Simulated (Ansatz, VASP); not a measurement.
## RbLiCO3: VASP beside Ansatz

```xyz
24
Lattice="6.8490 0.0000 0.0000 0.0000 7.1620 0.0000 -3.6734 0.0000 6.8221" Properties=species:S:1:pos:R:3 pbc="T T T"
Rb    3.2424    4.5917    4.5510
Rb   -1.9036    1.0107    5.6822
Rb   -0.0669    2.5703    2.2711
Rb    5.0791    6.1513    1.1399
Li   -0.1607    4.0899    5.4872
Li    1.4995    0.5089    4.7460
Li    3.3362    3.0721    1.3349
Li    1.6761    6.6531    2.0761
C     1.7681    4.7887    0.6159
C     3.2442    1.2077    2.7952
C     1.4074    2.3733    6.2063
C    -0.0686    5.9543    4.0269
O    -1.7222    3.7812    6.6390
O     3.0611    0.2002    3.5942
O     4.8978    3.3808    0.1832
O     0.1145    6.9618    3.2279
O     1.0199    5.7877    0.3112
O     3.9924    2.2067    3.0998
O     2.1557    1.3743    6.5109
O    -0.8169    4.9553    3.7223
O     2.3774    4.7755    1.7781
O     2.6349    1.1945    1.6329
O     0.7982    2.3865    5.0440
O     0.5407    5.9675    5.1892
```

Alike in both runs: functional PBE; k mesh 3 × 3 × 3; occupations fermi-dirac, width 0.02 eV; no spin polarisation.

Ansatz relaxed the structure, and its values are those at the end. VASP's run is a single point on that final structure, the one shown.

```csv
,VASP,Ansatz
version,VASP 6.6.1,Ansatz 0.2.0
potentials or method,"VASP PAW PBE potentials, release 64 (Rb_sv, Li_sv, C, O)","plane-wave PAW, scalar-relativistic"
plane-wave cutoff (eV),520,420
valence electrons in the cell,136,136
```

Ansatz gave:

```
gap on the k mesh at the Fermi level (eV) : 4.69
rms of the force components (eV/Å)        : 0.004
```

Q: Estimate VASP's values.

A: gap on the k mesh at the Fermi level (eV): 4.69; rms of the force components (eV/Å): 0.106.

Ansatz's warnings: stress scf threshold loose.

Noted on VASP's run: the cutoff is short for stress, so the pressure is rough.
